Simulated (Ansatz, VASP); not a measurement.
## One calculation of Al2O3, two programs

```
CELL_PARAMETERS angstrom
2.36461 1.36521 4.29706
-2.36461 1.36521 4.29706
0.00000 -2.73041 4.29706
ATOMIC_POSITIONS crystal
Al 0.85203 0.85203 0.85203
Al 0.64797 0.64797 0.64797
Al 0.14797 0.14797 0.14797
Al 0.35203 0.35203 0.35203
O 0.05586 0.44414 0.75000
O 0.75000 0.05586 0.44414
O 0.44414 0.75000 0.05586
O 0.94414 0.55586 0.25000
O 0.25000 0.94414 0.55586
O 0.55586 0.25000 0.94414
```

Alike in both runs: functional LDA; k mesh 6 × 6 × 6; occupations gaussian, width 0.02 eV; no spin polarisation.

Ansatz relaxed the structure, and its values are those at the end. VASP's run is a single point on that final structure, the one shown.

|  | VASP | Ansatz |
| --- | --- | --- |
| version | VASP 6.6.1 | Ansatz 0.2.0 |
| potentials or method | VASP PAW LDA potentials, release 64 (Al, O), cutoff 520 eV | scalar-relativistic, plane waves, PAW |
| valence electrons in the cell | 48 | 48 |

|  | VASP | Ansatz | Ansatz less VASP |
| --- | --- | --- | --- |
| gap on the k mesh at the Fermi level (eV) | 6.44 | 6.43 | -0.009 |
| least direct gap on the mesh (eV) | 6.44 | 6.43 | -0.009 |
| pressure (GPa) | 0.8 | 0.0 | -0.83 |
| rms of the force components (eV/Å) | 0.006 | 0.000 | -0.0058 |

LDA's correlation is that of Perdew and Zunger in VASP and of Perdew and Wang (1992) in Ansatz.
